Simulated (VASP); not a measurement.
**OsC6: single point with PBE**

Crystal: OsC6.

```
Os C
1.0
     0.00000    3.20106    3.20106
     3.20106    0.00000    3.20106
     3.20106    3.20106    0.00000
Os C
1 6
Direct
  0.00000 0.00000 0.00000
  0.32221 0.67779 0.67779
  0.67779 0.32221 0.32221
  0.67779 0.32221 0.67779
  0.32221 0.67779 0.32221
  0.67779 0.67779 0.32221
  0.32221 0.32221 0.67779
```

```json
{
  "Program": "VASP 6.6.1",
  "Task": "single point",
  "Functional": "PBE",
  "Potentials or basis": "VASP PAW PBE potentials, release 64 (Os, C)",
  "Cutoff": "520 eV",
  "k mesh": "8 × 8 × 8",
  "Occupations": "gaussian, width 0.02 eV",
  "Spin": "no spin polarisation"
}
```

```yaml
Pressure: 1.0 GPa
Largest_force: 0.030 eV/Å
Band_gap_on_the_k_mesh: 0.96 eV, direct
```

Forces on the atoms (eV/Å):
```
Os   0.000  0.000  0.000
C    0.030  0.000  0.000
C   -0.030  0.000  0.000
C    0.000  0.030  0.000
C    0.000 -0.030  0.000
C    0.000  0.000  0.030
C    0.000  0.000 -0.030
```

Levels at points of the mesh, in eV from the valence-band top:
```tsv
k point	band 14	band 15	band 16	band 17	band 18	band 19
(0.00, 0.00, 0.00)	-0.10	-0.10	-0.10	2.61	2.61	2.61
(0.50, 0.00, 0.00)	-2.83	-2.83	-2.03	3.00	3.52	3.52
(0.50, 0.50, 0.00)	-1.88	-1.88	0.00	0.96	1.57	1.57
```

It took 70 s on 1 thread of Intel(R) Xeon(R) Platinum 8259CL CPU @ 2.50GHz (Skylake/Cascade Lake) (shared host), peak memory 0.22 GiB.

Caveat: spin-orbit coupling is left out, which moves the levels of the heavy elements. Expect the measured gap to be larger: semilocal functionals such as PBE lack the derivative discontinuity.
